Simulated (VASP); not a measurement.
# AlRu (Pm-3m) in VASP: a series of runs

Aim: see how the results for AlRu move with the level of theory and the settings. Levels: BLYP+D4, LDA, r2SCAN. Tasks: single point, relaxation of cell and atoms.

Program: VASP 6.6.1. These are calculated values, not measurements. Logs are shortened: lines on timing, memory, paths and dates and some standing lists are left out, and cuts for length are marked.

### 1 The cell of the first run

Symmetry: Pm-3m, No. 221, cubic system. Conventional cell: a = 2.983 Å, b = 2.983 Å, c = 2.983 Å, α = 90.00°, β = 90.00°, γ = 90.00°. Ru (site symmetry m-3m) has 8 Al at 2.58 Å and 6 Ru at 2.98 Å within 3.4 Å. Within 3.4 Å of Al (site symmetry m-3m) lie 8 Ru at 2.58 Å and 6 Al at 2.98 Å.

### 2 Single point, BLYP+D4

INCAR

```
PREC = Accurate
ENCUT = 520
EDIFF = 1E-7
ISMEAR = -1
SIGMA = 0.05
LREAL = F
LASPH = T
NELM = 60
ALGO = Normal
ISIF = 2
LWAVE = F
LCHARG = T
GGA = B5
ALDAX = 1.0
AGGAX = 1.0
AGGAC = 1.0
ALDAC = 0.0
IVDW = 13
VDW_S6 = 1.0
VDW_S8 = 2.34076671
VDW_A1 = 0.44488865
VDW_A2 = 4.0933009
LELF = T
LVHAR = T
NBANDS = 16
```

KPOINTS

```
Automatic mesh
0
Gamma
  9 9 9
```

POSCAR

```
AlRu
1.0
    2.9828051772      0.0000000000      0.0000000000
    0.0000000000      2.9828051772      0.0000000000
    0.0000000000      0.0000000000      2.9828051772
Ru Al
1 1
Direct
    0.5000000000      0.5000000000      0.5000000000
    0.0000000000      0.0000000000      0.0000000000
```

Potentials or basis: VASP PAW PBE potentials, release 64 (Ru_pv, Al).

On the command line:

```sh
> cat potpaw_PBE.64/Ru_pv/POTCAR potpaw_PBE.64/Al/POTCAR > POTCAR
> mpirun -np 1 vasp_std > vasp.out
```

OUTCAR:

```text
PREC = Accurate
   ENCUT = 520
   EDIFF = 1E-7
   ISMEAR = -1
   LREAL = F
   LASPH = T
   NELM = 60
   ISIF = 2
   GGA = B5
   IVDW = 13

 ion  position               nearest neighbor table
   1  0.500  0.500  0.500-   2 2.58   2 2.58   2 2.58   2 2.58   2 2.58   2 2.58   2 2.58   2 2.58

   2  0.000  0.000  0.000-   1 2.58   1 2.58   1 2.58   1 2.58   1 2.58   1 2.58   1 2.58   1 2.58

  LATTYP: Found a simple cubic cell.
 ALAT       =     2.9828051772

  Lattice vectors:

 A1 = (   2.9828051772,   0.0000000000,   0.0000000000)
 A2 = (   0.0000000000,   2.9828051772,   0.0000000000)
 A3 = (   0.0000000000,   0.0000000000,   2.9828051772)

Analysis of symmetry for initial positions (statically):
=====================================================================
 Subroutine PRICEL returns:
 Original cell was already a primitive cell.

 Routine SETGRP: Setting up the symmetry group for a
 simple cubic supercell.

 Subroutine GETGRP returns: Found 48 space group operations
[... 9 lines left out ...]

 Routine SETGRP: Setting up the symmetry group for a
 simple cubic supercell.

 Subroutine GETGRP returns: Found 48 space group operations
[... 11 lines left out ...]
                                     Primitive cell

  volume of cell :      26.5384

  direct lattice vectors                    reciprocal lattice vectors
     2.982805177  0.000000000  0.000000000     0.335254883  0.000000000  0.000000000
     0.000000000  2.982805177  0.000000000     0.000000000  0.335254883  0.000000000
     0.000000000  0.000000000  2.982805177     0.000000000  0.000000000  0.335254883

  length of vectors
     2.982805177  2.982805177  2.982805177     0.335254883  0.335254883  0.335254883

  position of ions in fractional coordinates (direct lattice)
     0.500000000  0.500000000  0.500000000
     0.000000000  0.000000000  0.000000000

  ion indices of the primitive-cell ions
   primitive index   ion index
                 1           1
                 2           2

----------------------------------------------------------------------------------------

 KPOINTS: Automatic mesh

Automatic generation of k-mesh.
 Grid dimensions read from file:
 generate k-points for:    9    9    9

 Generating k-lattice:

  Cartesian coordinates                     Fractional coordinates (reciprocal lattice)
     0.037250543  0.000000000  0.000000000     0.111111111  0.000000000  0.000000000
     0.000000000  0.037250543  0.000000000     0.000000000  0.111111111  0.000000000
     0.000000000  0.000000000  0.037250543     0.000000000  0.000000000  0.111111111

  Length of vectors
     0.037250543  0.037250543  0.037250543

  Shift w.r.t. Gamma in fractional coordinates (k-lattice)
     0.000000000  0.000000000  0.000000000

 Subroutine IBZKPT returns following result:
 ===========================================

 Found     35 irreducible k-points:

 Following reciprocal coordinates:
            Coordinates               Weight
  0.000000  0.000000  0.000000      1.000000
  0.111111  0.000000  0.000000      6.000000
  0.222222  0.000000  0.000000      6.000000
  0.333333  0.000000  0.000000      6.000000
  0.444444  0.000000  0.000000      6.000000
  0.111111  0.111111  0.000000     12.000000
[... 16 lines left out ...]
  0.333333  0.333333  0.111111     24.000000
  0.444444  0.333333  0.111111     48.000000
 [... further k-points ...]
   k-points           NKPTS =     35   k-points in BZ     NKDIM =     35   number of bands    NBANDS=     16
   number of dos      NEDOS =    301   number of ions     NIONS =      2
   total plane-waves  NPLWV =  13824
   dimension x,y,z NGX =    24 NGY =   24 NGZ =   24
   dimension x,y,z NGXF=    48 NGYF=   48 NGZF=   48
   ions per type =               1   1
   NGX,Y,Z   is equivalent  to a cutoff of  13.38, 13.38, 13.38 a.u.
   NGXF,Y,Z  is equivalent  to a cutoff of  26.75, 26.75, 26.75 a.u.
 SYSTEM =  unknown system
   PREC   = accura    normal or accurate (medium, high low for compatibility)
   ISTART =      0    job   : 0-new  1-cont  2-samecut
   ICHARG =      2    charge: 1-file 2-atom 10-const
   ISPIN  =      1    spin polarized calculation?
   LNONCOLLINEAR =      F non collinear calculations
   LSORBIT =      F    spin-orbit coupling
   LASPH  =      T    aspherical Exc in radial PAW
   ENCUT  =  520.0 eV  38.22 Ry    6.18 a.u.   5.55  5.55  5.55*2*pi/ulx,y,z
   NELM   =     60;   NELMIN=  2; NELMDL= -5     # of ELM steps
   EDIFF  = 0.1E-06   stopping-criterion for ELM
   LREAL  =      F    real-space projection
   EDIFFG = 0.1E-05   stopping-criterion for IOM
   NSW    =      0    number of steps for IOM
   IBRION =     -1    ionic relax: 0-MD 1-quasi-New 2-CG
   NFREE  =      0    steps in history (QN), initial steepest desc. (CG)
   ISIF   =      2    stress and relaxation
   ISYM   =      2    0-nonsym 1-usesym 2-fastsym
   POTIM  = 0.5000    time-step for ionic-motion
   TEBEG  =    0.0;   TEEND  =   0.0 temperature during run
   PSTRESS=    0.0 pullay stress
   NELECT =      17.0000    total number of electrons
   NUPDOWN=      -1.0000    fix difference up-down
   EMIN   =  10.00;   EMAX   =-10.00  energy-range for DOS
   EFERMI =   0.00;   METHOD = LEGACY
   ISMEAR =    -1;   SIGMA  =   0.05  broadening in eV -4-tet -1-fermi 0-gaus
   EFERMI_NEDOS =   21; number of points for ismear=-14 and -15
   IALGO  =     38    algorithm
   IMIX   =      4    mixing-type and parameters
     AMIX     =   0.40;   BMIX     =  1.00
     AMIX_MAG =   1.60;   BMIX_MAG =  1.00
  volume/ion in A,a.u.               =      13.27        89.54
  Fermi-wavevector in a.u.,A,eV,Ry     =   1.411236  2.666849 27.097179  1.991586
  Thomas-Fermi vector in A             =   2.533108
   LORBIT       =      0    0 simple, 1 ext, 2 COOP (PROOUT), +10 PAW based schemes
   GGA     = B5    functional components
   LHFCALC =     F    Hartree Fock is set to
   AEXX    =    0.0000 exact exchange contribution
   IVDW    =    13    specifies the selected vdW correction
   LEPSILON=     F    determine dielectric tensor
   LRPA    =     F    only Hartree local field effects (RPA)
 non-spin polarized calculation
  energy-cutoff  :      520.00
  volume of cell :       26.54
 maximum number of plane-waves:       739
 NGX is ok and might be reduce to    24
   NGX = 11   NGY = 11   NGZ = 11

 number of electron      16.9999995 magnetization

 Free energy of the ion-electron system (eV)
  ---------------------------------------------------
  ext. energy  EPLUGINS =         0.00000000
  ---------------------------------------------------
  free energy    TOTEN  =       -11.90988366 eV

  energy without entropy =      -11.89397669  energy(sigma->0) =      -11.90193017

 E-fermi :  11.3060     XC(G=0): -12.0181

 val. band max:       11.2718537832   @ k =   0.4444   0.1111   0.1111
 cond. band min:      11.3188749075   @ k =   0.4444   0.4444   0.1111
 fundamental gap:      0.0470211242
 Fermi energy:        11.3059558234

 k-point     1 :       0.0000    0.0000    0.0000
  band No.  band energies     occupation
      1     -30.2583      2.00000
      2     -30.2583      2.00000
      3     -30.2583      2.00000
      4       1.7457      2.00000
      5       7.8150      2.00000
      6       7.8150      2.00000
[... 8 lines left out ...]
     15      23.1247      0.00000
     16      26.4688      0.00000

 k-point     2 :       0.1111    0.0000    0.0000
  band No.  band energies     occupation
      1     -30.2841      2.00000
      2     -30.2561      2.00000
      3     -30.2561      2.00000
      4       1.9839      2.00000
      5       7.8961      2.00000
      6       7.8963      2.00000
[... 8 lines left out ...]
     15      23.3611      0.00000
     16      27.2456      0.00000

 k-point     3 :       0.2222    0.0000    0.0000
  band No.  band energies     occupation
      1     -30.3492      2.00000
      2     -30.2505      2.00000
      3     -30.2505      2.00000
      4       2.6720      2.00000
      5       7.9703      2.00000
      6       8.1136      2.00000
[... 8 lines left out ...]
     15      24.2033      0.00000
     16      28.4871      0.00000

 k-point     4 :       0.3333    0.0000    0.0000
  band No.  band energies     occupation
      1     -30.4225      2.00000
      2     -30.2442      2.00000
      3     -30.2442      2.00000
      4       3.7357      2.00000
      5       7.5706      2.00000
      6       8.3840      2.00000
[... 8 lines left out ...]
     15      24.6302      0.00000
     16      26.4247      0.00000

 k-point     5 :       0.4444    0.0000    0.0000
  band No.  band energies     occupation
      1     -30.4698      2.00000
      2     -30.2401      2.00000
      3     -30.2401      2.00000
      4       5.0489      2.00000
      5       6.4926      2.00000
      6       8.5769      2.00000
[... 8 lines left out ...]
     15      24.6029      0.00000
     16      24.6029      0.00000

 k-point     6 :       0.1111    0.1111    0.0000
  band No.  band energies     occupation
      1     -30.2829      2.00000
      2     -30.2807      2.00000
      3     -30.2539      2.00000
      4       2.2174      2.00000
      5       7.9668      2.00000
      6       7.9968      2.00000
[... 8 lines left out ...]
     15      23.7597      0.00000
     16      27.8382      0.00000
[... 267 lines left out ...]
 k-point    21 :       0.3333    0.2222    0.1111
  band No.  band energies     occupation
      1     -30.4091      2.00000
      2     -30.3297      2.00000
      3     -30.2611      2.00000
      4       4.5784      2.00000
      5       7.8076      2.00000
      6       8.7457      2.00000
[... 8 lines left out ...]
     15      24.2129      0.00000
     16      26.1538      0.00000

 k-point    22 :       0.4444    0.2222    0.1111
  band No.  band energies     occupation
      1     -30.4554      2.00000
      2     -30.3248      2.00000
      3     -30.2568      2.00000
      4       5.5233      2.00000
      5       7.0111      2.00000
      6       8.8875      2.00000
[... 8 lines left out ...]
     15      23.3336      0.00000
     16      25.3181      0.00000

 k-point    23 :       0.3333    0.3333    0.1111
  band No.  band energies     occupation
      1     -30.4023      2.00000
      2     -30.3987      2.00000
      3     -30.2545      2.00000
      4       5.1491      2.00000
      5       7.7172      2.00000
      6       8.9265      2.00000
[... 8 lines left out ...]
     15      24.9389      0.00000
     16      26.0836      0.00000

 k-point    24 :       0.4444    0.3333    0.1111
  band No.  band energies     occupation
      1     -30.4463      2.00000
      2     -30.3949      2.00000
      3     -30.2502      2.00000
      4       5.5339      2.00000
      5       7.6650      2.00000
      6       8.8729      2.00000
[... 8 lines left out ...]
     15      24.5826      0.00000
     16      25.0708      0.00000

 [... further k-points ...]

------------------------ aborting loop because EDIFF is reached ----------------------------------------

  DFT-D4 for vdW energy calculation

  Edisp (eV):   -1.83335

  FORCE on cell =-STRESS in cart. coord.  units (eV):
  Direction    XX          YY          ZZ          XY          YZ          ZX
  --------------------------------------------------------------------------------------
  -------------------------------------------------------------------------------------
  Total       0.09052     0.09052     0.09052     0.00000     0.00000     0.00000
  in kB       5.46508     5.46508     5.46508     0.00000     0.00000     0.00000
  external pressure =        5.47 kB  Pullay stress =        0.00 kB

 VOLUME and BASIS-vectors are now :
 -----------------------------------------------------------------------------
  energy-cutoff  :      520.00
  volume of cell :       26.54
      direct lattice vectors                 reciprocal lattice vectors
     2.982805177  0.000000000  0.000000000     0.335254883  0.000000000  0.000000000
     0.000000000  2.982805177  0.000000000     0.000000000  0.335254883  0.000000000
     0.000000000  0.000000000  2.982805177     0.000000000  0.000000000  0.335254883

 POSITION                                       TOTAL-FORCE (eV/Angst)
 -----------------------------------------------------------------------------------
      1.49140      1.49140      1.49140         0.000000      0.000000      0.000000
      0.00000      0.00000      0.00000         0.000000      0.000000      0.000000
 -----------------------------------------------------------------------------------
    total drift:                                0.000000     -0.000000     -0.000000

  FREE ENERGIE OF THE ION-ELECTRON SYSTEM (eV)
  ---------------------------------------------------
  free  energy   TOTEN  =       -13.7432310044 eV

  energy  without entropy=      -13.7273240270  energy(sigma->0) =      -13.73527752
```

It took 9.5 s on 1 thread of Intel Xeon 6975P-C (Granite Rapids), shared host; peak memory 0.14 GiB.

Results:

```
Free energy                : -13.7432 eV
Pressure                   : 0.5 GPa
Dispersion energy per atom : -0.917 eV
```

Levels at points of the mesh, in eV from the Fermi level:
```csv
k point,band 7,band 8,band 9,band 10,band 11,band 12
"(0.00, 0.00, 0.00)",0.20,0.20,0.20,6.20,6.20,6.20
```

Caveat: the PAW data sets were made with another functional, which shifts forces and pressure a little; pairwise dispersion overbinds metals, which lowers pressure and volume.

(Continued in part 2 of 2.)
